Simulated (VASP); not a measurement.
## TiO2: single point with r2SCAN

The system is TiO2.

```
CELL_PARAMETERS angstrom
0.00000 2.39683 2.39683
2.39683 0.00000 2.39683
2.39683 2.39683 0.00000
ATOMIC_POSITIONS crystal
Ti 0.00000 0.00000 0.00000
O 0.25000 0.25000 0.25000
O 0.75000 0.75000 0.75000
```

- Program: VASP 6.6.1
- Task: single point
- Functional: r2SCAN
- Potentials or basis: VASP PAW PBE potentials, release 64 (Ti_sv, O)
- Cutoff: 520 eV
- k mesh: 6 × 6 × 6
- Occupations: methfessel-paxton, width 0.001 eV
- Spin: no spin polarisation
- Dipole correction: no
- Further INCAR settings: ALGO = Normal; EDIFF = 1e-06; NBANDS = 19

```yaml
Pressure: 1.5 GPa
Band_gap_on_the_k_mesh: 1.54 eV, indirect (least direct gap 2.24 eV)
```

Levels at points of the mesh, in eV from the valence-band top:
```tsv
k point	band 8	band 9	band 10	band 11	band 12	band 13	band 14	band 15	band 16	band 17
(0.00, 0.00, 0.00)	-6.19	-6.19	-0.91	-0.91	-0.91	1.54	1.54	5.72	5.72	5.72
(0.50, 0.00, 0.00)	-5.04	-3.49	-3.35	-2.62	-2.62	1.86	1.86	3.16	5.32	5.32
(0.50, 0.50, 0.00)	-4.77	-4.77	-2.15	-2.15	0.00	2.24	2.25	3.19	4.48	4.48
```

Run time: 35 s on 1 thread of Intel(R) Xeon(R) Platinum 8488C (Sapphire Rapids), with other jobs on the host, peak memory 0.16 GiB.

Caveat: the PAW data sets were made with another functional, which shifts forces and pressure a little. r2SCAN opens gaps a little over a GGA but as a rule still falls short of measured ones.
